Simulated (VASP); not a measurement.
Te: single point with BLYP

The system is Te.

```
Te
1.0
     5.51672    0.00000    0.00000
    -2.75836    4.77762    0.00000
     0.00000    0.00000    6.13113
Te
3
Cartesian
  1.2163 0.0000 2.0437
  4.9086 1.0533 4.0874
  2.1502 3.7243 0.0000
```

```json
{
  "Program": "VASP 6.6.1",
  "Task": "single point",
  "Functional": "BLYP",
  "Potentials or basis": "VASP PAW PBE potentials, release 64 (Te)",
  "Cutoff": "520 eV",
  "k mesh": "7 × 7 × 5",
  "Occupations": "fermi-dirac, width 0.05 eV",
  "Spin": "no spin polarisation"
}
```

```yaml
Pressure: -2.1 GPa
Largest_force: 0.699 eV/Å
Band_gap_on_the_k_mesh: 1.00 eV (least direct gap 1.05 eV)
```

Forces on the atoms (eV/Å):
```
Te  -0.699  0.000  0.000
Te   0.349 -0.605  0.000
Te   0.349  0.605  0.000
```

Stress tensor (GPa, compression positive):
```
-1.69  0.00  0.00
 0.00 -1.69  0.00
 0.00  0.00 -2.97
```

Levels at points of the mesh, in eV from the valence-band top:
```
           k point  band 7  band 8  band 9  band 10  band 11  band 12
(0.00, 0.00, 0.00)   -0.96   -0.96   -0.10     1.39     1.39     1.77
```

Run time: 65 s on 1 thread of Intel(R) Xeon(R) 6975P-C (Granite Rapids) (shared host), peak memory 0.29 GiB.

Caveat: the PAW data sets were made with another functional, which shifts forces and pressure a little; spin-orbit coupling is left out, which moves the levels of the heavy elements. A k mesh can miss the band edges.
